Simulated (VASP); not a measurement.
# InP (I-4m2) in VASP: single point with HSE06

Aim: the single point of InP with HSE06.

All numbers are computed with VASP 6.6.1; they aren't measurements. Logs are shortened: lines on timing, memory, paths and dates and some standing lists are left out, and cuts for length are marked.

### 1 The cell of the first run

Symmetry: I-4m2, No. 119, tetragonal system. The conventional cell has a = 4.110 Å, b = 4.110 Å, c = 5.908 Å, α = 90.00°, β = 90.00°, γ = 90.00°. Within 3.3 Å of In (site symmetry -4m2) lie 4 P at 2.53 Å. Within 3.3 Å of P (site symmetry -4m2) lie 4 In at 2.53 Å.

### 2 Single point, HSE06 (biaxial xy strain -1.6%)

The input, POSCAR:

```
InP
1.0
    0.0000000000      2.9059362773      2.9537876370
    2.9059362773      0.0000000000      2.9537876370
    2.9059362773      2.9059362773      0.0000000000
In P
1 1
Direct
    0.0000000000      0.0000000000      0.0000000000
    0.2500000000      0.2500000000      0.2500000000
```

The input, INCAR.step1:

```
ALGO     = Normal         # electronic algorithm
EDIFF    = 1E-5           # SCF threshold, eV
ENCUT    = 520            # plane-wave cutoff, eV
GGA      = PE             # functional
ISIF     = 2              # what is computed and relaxed
ISMEAR   = 0              # smearing method
KPAR     = 4            
LASPH    = True           # aspherical terms in the spheres
LCHARG   = False          # write CHGCAR
LREAL    = False          # projectors in reciprocal space
LWAVE    = True           # write WAVECAR
NBANDS   = 16             # bands
NELM     = 100            # most SCF steps
PREC     = Accurate       # precision mode
SIGMA    = 0.01           # smearing width, eV
```

The input, INCAR.step2:

```
ALGO     = Normal         # electronic algorithm
EDIFF    = 1E-7           # SCF threshold, eV
ENCUT    = 520            # plane-wave cutoff, eV
GGA      = PE             # functional
HFSCREEN = 0.2079         # screening, 1/A
ISIF     = 2              # what is computed and relaxed
ISMEAR   = 0              # smearing method
ISTART   = 1            
KPAR     = 4            
LASPH    = True           # aspherical terms in the spheres
LCHARG   = False          # write CHGCAR
LHFCALC  = True           # exact exchange
LREAL    = False          # projectors in reciprocal space
LWAVE    = False          # write WAVECAR
NBANDS   = 16             # bands
NELM     = 100            # most SCF steps
PREC     = Accurate       # precision mode
PRECFOCK = Normal       
SIGMA    = 0.01           # smearing width, eV
```

The input, KPOINTS:

```
k-points
0
Gamma
  6 6 6
```

Potentials or basis: VASP PAW PBE potentials, release 64 (In_d, P).

On the command line:

```
cat potpaw_PBE.64/In_d/POTCAR potpaw_PBE.64/P/POTCAR > POTCAR
cp INCAR.step1 INCAR
mpirun -np 4 vasp_std > vasp.out
cp INCAR.step2 INCAR
mpirun -np 4 vasp_std > vasp.out
```

OUTCAR:

```text
EDIFF = 1E-7
   ENCUT = 520
   GGA = PE
   HFSCREEN = 0.2079
   ISIF = 2
   ISMEAR = 0
   ISTART = 1
   LASPH = True
   LHFCALC = True
   LREAL = False
   NELM = 100
   PREC = Accurate
   PRECFOCK = Normal

 ion  position               nearest neighbor table
   1  0.000  0.000  0.000-   2 2.53   2 2.53   2 2.53   2 2.53
   2  0.250  0.250  0.250-   1 2.53   1 2.53   1 2.53   1 2.53

  LATTYP: Found a body centered tetragonal cell.
 ALAT       =     4.1096144947
 C/A-ratio  =     1.4375010799

  Lattice vectors:

 A1 = (  -2.9059362773,   0.0000000000,   2.9537876370)
 A2 = (   2.9059362773,   0.0000000000,   2.9537876370)
 A3 = (   0.0000000000,   2.9059362773,  -2.9537876370)

Analysis of symmetry for initial positions (statically):
=====================================================================
 Subroutine PRICEL returns:
 Original cell was already a primitive cell.

 Routine SETGRP: Setting up the symmetry group for a
 body centered tetragonal supercell.

 Subroutine GETGRP returns: Found  8 space group operations
 (whereof  8 operations were pure point group operations)
 out of a pool of 16 trial point group operations.

The static configuration has the point symmetry D_2d.

Analysis of symmetry for dynamics (positions and initial velocities):
=====================================================================
 Subroutine PRICEL returns:
 Original cell was already a primitive cell.

 Routine SETGRP: Setting up the symmetry group for a
 body centered tetragonal supercell.

 Subroutine GETGRP returns: Found  8 space group operations
 (whereof  8 operations were pure point group operations)
 out of a pool of 16 trial point group operations.

The dynamic configuration has the point symmetry D_2d.

 Subroutine INISYM returns: Found  8 space group operations
 (whereof  8 operations are pure point group operations),
 and found     1 'primitive' translations

----------------------------------------------------------------------------------------

                                     Primitive cell

  volume of cell :      49.8863

  direct lattice vectors                    reciprocal lattice vectors
     0.000000000  2.905936277  2.953787637    -0.172061584  0.172061584  0.169274187
     2.905936277  0.000000000  2.953787637     0.172061584 -0.172061584  0.169274187
     2.905936277  2.905936277  0.000000000     0.172061584  0.172061584 -0.169274187

  length of vectors
     4.143588668  4.143588668  4.109614495     0.296418839  0.296418839  0.296418839

  position of ions in fractional coordinates (direct lattice)
     0.000000000  0.000000000  0.000000000
     0.250000000  0.250000000  0.250000000

  ion indices of the primitive-cell ions
   primitive index   ion index
                 1           1
                 2           2

----------------------------------------------------------------------------------------

 KPOINTS: k-points

Automatic generation of k-mesh.
 Grid dimensions read from file:
 generate k-points for:    6    6    6

 Generating k-lattice:

  Cartesian coordinates                     Fractional coordinates (reciprocal lattice)
    -0.028676931  0.028676931  0.028212364     0.166666667 -0.000000000  0.000000000
     0.028676931 -0.028676931  0.028212364    -0.000000000  0.166666667  0.000000000
     0.028676931  0.028676931 -0.028212364     0.000000000  0.000000000  0.166666667

  Length of vectors
     0.049403140  0.049403140  0.049403140

  Shift w.r.t. Gamma in fractional coordinates (k-lattice)
     0.000000000  0.000000000  0.000000000

 Subroutine IBZKPT returns following result:
 ===========================================

 Found     30 irreducible k-points:

 Following reciprocal coordinates:
            Coordinates               Weight
  0.000000  0.000000  0.000000      1.000000
  0.166667 -0.000000  0.000000      8.000000
  0.333333 -0.000000  0.000000      8.000000
  0.500000 -0.000000  0.000000      4.000000
  0.166667  0.166667  0.000000      2.000000
  0.333333  0.166667  0.000000      8.000000
[... 16 lines left out ...]
  0.333333  0.000000  0.333333      4.000000
  0.500000  0.000000  0.333333     16.000000
 [... further k-points ...]
   k-points           NKPTS =     30   k-points in BZ     NKDIM =    216   number of bands    NBANDS=     16
   number of dos      NEDOS =    301   number of ions     NIONS =      2
   total plane-waves  NPLWV =  32768
   dimension x,y,z NGX =    32 NGY =   32 NGZ =   32
   dimension x,y,z NGXF=    64 NGYF=   64 NGZF=   64
   ions per type =               1   1
   NGX,Y,Z   is equivalent  to a cutoff of  12.84, 12.84, 12.94 a.u.
   NGXF,Y,Z  is equivalent  to a cutoff of  25.68, 25.68, 25.89 a.u.
 SYSTEM =  unknown system
   PREC   = accura    normal or accurate (medium, high low for compatibility)
   ISTART =      1    job   : 0-new  1-cont  2-samecut
   ICHARG =      0    charge: 1-file 2-atom 10-const
   ISPIN  =      1    spin polarized calculation?
   LNONCOLLINEAR =      F non collinear calculations
   LSORBIT =      F    spin-orbit coupling
   LASPH  =      T    aspherical Exc in radial PAW
   ENCUT  =  520.0 eV  38.22 Ry    6.18 a.u.   7.70  7.70  7.64*2*pi/ulx,y,z
   NELM   =    100;   NELMIN=  2; NELMDL=  0     # of ELM steps
   EDIFF  = 0.1E-06   stopping-criterion for ELM
   LREAL  =      F    real-space projection
   EDIFFG = 0.1E-05   stopping-criterion for IOM
   NSW    =      0    number of steps for IOM
   IBRION =     -1    ionic relax: 0-MD 1-quasi-New 2-CG
   NFREE  =      0    steps in history (QN), initial steepest desc. (CG)
   ISIF   =      2    stress and relaxation
   ISYM   =      3    0-nonsym 1-usesym 2-fastsym
   POTIM  = 0.5000    time-step for ionic-motion
   TEBEG  =    0.0;   TEEND  =   0.0 temperature during run
   PSTRESS=    0.0 pullay stress
   NELECT =      18.0000    total number of electrons
   NUPDOWN=      -1.0000    fix difference up-down
   EMIN   =  10.00;   EMAX   =-10.00  energy-range for DOS
   EFERMI =   0.00;   METHOD = LEGACY
   ISMEAR =     0;   SIGMA  =   0.01  broadening in eV -4-tet -1-fermi 0-gaus
   EFERMI_NEDOS =   21; number of points for ismear=-14 and -15
   IALGO  =     38    algorithm
   IMIX   =      1    mixing-type and parameters
     AMIX     =   0.40;   BMIX     =  1.00
     AMIX_MAG =   1.60;   BMIX_MAG =  1.00
  volume/ion in A,a.u.               =      24.94       168.32
  Fermi-wavevector in a.u.,A,eV,Ry     =   1.165481  2.202440 18.481418  1.358346
  Thomas-Fermi vector in A             =   2.302006
   LORBIT       =      0    0 simple, 1 ext, 2 COOP (PROOUT), +10 PAW based schemes
   GGA     = PE    functional components
   LHFCALC =     T    Hartree Fock is set to
   PRECFOCK=normal    Normal, Fast or Accurate (Low or Medium for compatibility)
   ENCUT4O =  -1.0   cutoff for four orbital integrals eV
   NKREDX  =     1    reduce k-point grid by
   NKREDY  =     1    reduce k-point grid by
   NKREDZ  =     1    reduce k-point grid by
   AEXX    =    0.2500 exact exchange contribution
   HFSCREEN=    0.2079 screening length (either q_TF or 0.3 A-1)
   HFSCREENC=   0.2079 screening length for correlation (either q_TF or 0.3 A-1)
   ENCUTFOCK=  -1.0 apply spherical cutoff to Coloumb kernel
   IVDW    =     0    specifies the selected vdW correction
   LEPSILON=     F    determine dielectric tensor
   LRPA    =     F    only Hartree local field effects (RPA)
 non-spin polarized calculation
 Gauss-broadening in eV      SIGMA  =   0.01
  energy-cutoff  :      520.00
  volume of cell :       49.89
 maximum number of plane-waves:      1363
  NGX = 24; NGY = 24; NGZ = 24

 number of electron      18.0000002 magnetization

 Free energy of the ion-electron system (eV)
  ---------------------------------------------------
  ext. energy  EPLUGINS =         0.00000000
  ---------------------------------------------------
  free energy    TOTEN  =        -9.97494391 eV

  energy without entropy =       -9.97494391  energy(sigma->0) =       -9.97494391

 E-fermi :   4.9441     XC(G=0):  -7.7614

 val. band max:        4.8928862802   @ k =   0.0000   0.0000   0.0000
 cond. band min:       6.4169639151   @ k =   0.0000   0.0000   0.0000
 fundamental gap:      1.5240776350
 Fermi energy:         4.9441217772

 k-point     1 :       0.0000    0.0000    0.0000
  band No.  band energies     occupation
      1     -11.0376      2.00000
      2     -11.0300      2.00000
      3     -11.0300      2.00000
      4     -10.8676      2.00000
      5     -10.8650      2.00000
      6      -7.9416      2.00000
[... 8 lines left out ...]
     15      15.2448      0.00000
     16      15.5210      0.00000

 k-point     2 :       0.1667   -0.0000    0.0000
  band No.  band energies     occupation
      1     -11.0645      2.00000
      2     -11.0217      2.00000
      3     -11.0171      2.00000
      4     -10.8678      2.00000
      5     -10.8642      2.00000
      6      -7.5965      2.00000
[... 8 lines left out ...]
     15      14.5415      0.00000
     16      15.3787      0.00000

 k-point     3 :       0.3333   -0.0000    0.0000
  band No.  band energies     occupation
      1     -11.1237      2.00000
      2     -11.0007      2.00000
      3     -10.9961      2.00000
      4     -10.8629      2.00000
      5     -10.8569      2.00000
      6      -6.7030      2.00000
[... 8 lines left out ...]
     15      15.0070      0.00000
     16      15.0499      0.00000

 k-point     4 :       0.5000   -0.0000    0.0000
  band No.  band energies     occupation
      1     -11.1518      2.00000
      2     -10.9933      2.00000
      3     -10.9887      2.00000
      4     -10.8572      2.00000
      5     -10.8498      2.00000
      6      -6.0364      2.00000
[... 8 lines left out ...]
     15      16.6724      0.00000
     16      16.7849      0.00000
[... 324 lines left out ...]
 k-point    22 :      -0.3333    0.5000    0.1667
  band No.  band energies     occupation
      1     -11.1965      2.00000
      2     -10.9555      2.00000
      3     -10.9301      2.00000
      4     -10.8928      2.00000
      5     -10.8483      2.00000
      6      -5.2749      2.00000
[... 8 lines left out ...]
     15      17.4186      0.00000
     16      18.1274      0.00000

 k-point    23 :       0.3333    0.0000    0.3333
  band No.  band energies     occupation
      1     -11.1800      2.00000
      2     -10.9532      2.00000
      3     -10.9508      2.00000
      4     -10.9065      2.00000
      5     -10.8386      2.00000
      6      -6.2679      2.00000
[... 8 lines left out ...]
     15      16.3108      0.00000
     16      19.4512      0.00000

 k-point    24 :       0.5000    0.0000    0.3333
  band No.  band energies     occupation
      1     -11.1979      2.00000
      2     -10.9474      2.00000
      3     -10.9382      2.00000
      4     -10.9050      2.00000
      5     -10.8376      2.00000
      6      -5.5427      2.00000
[... 8 lines left out ...]
     15      16.9568      0.00000
     16      18.2491      0.00000

 [... further k-points ...]
[... 5 lines left out ...]
  --------------------------------------------------------------------------------------
  -------------------------------------------------------------------------------------
  Total        0.7182666      0.7182666      0.4765164      0.0000000      0.0000000      0.0000000
  in kB       23.0682604     23.0682604     15.3040725      0.0000000      0.0000000      0.0000000
  external PRESSURE =      20.4801978 kB  Pullay stress =       0.0000000 kB

 VOLUME and BASIS-vectors are now :
 -----------------------------------------------------------------------------
  energy-cutoff  :      520.00
  volume of cell :       49.89
      direct lattice vectors                 reciprocal lattice vectors
     0.000000000  2.905936277  2.953787637    -0.172061584  0.172061584  0.169274187
     2.905936277  0.000000000  2.953787637     0.172061584 -0.172061584  0.169274187
     2.905936277  2.905936277  0.000000000     0.172061584  0.172061584 -0.169274187

 POSITION                                       TOTAL-FORCE (eV/Angst)
 -----------------------------------------------------------------------------------
      0.00000      0.00000      0.00000         0.000000      0.000000      0.000000
      1.45297      1.45297      1.47689        -0.000000     -0.000000     -0.000000
 -----------------------------------------------------------------------------------
    total drift:                                0.000001      0.000001      0.000005

  FREE ENERGIE OF THE ION-ELECTRON SYSTEM (eV)
  ---------------------------------------------------
  free  energy   TOTEN  =        -9.9749439085 eV

  energy  without entropy=       -9.9749439085  energy(sigma->0) =       -9.97494391
```

It took 20 min on 4 MPI ranks of AMD EPYC 7R13 (Zen 3), shared host; peak memory 0.28 GiB.

What came out:

```yaml
Free_energy: -9.9749 eV
Pressure: 2.0 GPa
Band_gap_on_the_k_mesh: 1.52 eV
```

Caveat: the cell differs from its parent crystal (biaxial xy strain -1.6%); the PAW data sets were made with another functional, which shifts forces and pressure a little; spin-orbit coupling is left out, which moves the levels of the heavy elements.
